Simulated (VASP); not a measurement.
Input of a VASP 6.6.1 run:

Contents of INCAR:

```
ALGO = Normal
EDIFF = 1E-6
EDIFFG = -0.003
ENCUT = 520
GGA = CA
IBRION = 2
ISIF = 2
ISMEAR = 0
LASPH = True
LCHARG = False
LREAL = False
LWAVE = False
NELM = 60
NSW = 80
PREC = Accurate
SIGMA = 0.05
```

Contents of KPOINTS:

```
k-points
0
Gamma
  8 8 5
```

File POSCAR:

```
GaN
1.0
    3.2081340000      0.0000000000      0.0000000000
   -1.6040670000      2.7783255400      0.0000000000
    0.0000000000      0.0000000000      5.1850000000
Ga N
2 2
Direct
    0.3333333333      0.6666666667      0.0000000000
    0.6666666667      0.3333333333      0.5000000000
    0.3333333333      0.6666666667      0.3770000000
    0.6666666667      0.3333333333      0.8770000000
```

Potentials or basis: VASP PAW LDA potentials, release 64 (Ga_d, N).

Run with:

```bash
$ cat potpaw_LDA.64/Ga_d/POTCAR potpaw_LDA.64/N/POTCAR > POTCAR
$ mpirun -np 1 vasp_std > vasp.out
```

(1) Predict the energy gained by relaxing.

(2) What does it give for the band gap on the k mesh?

## Answers

(1) 0.0 meV/atom.

(2) 1.87 eV.
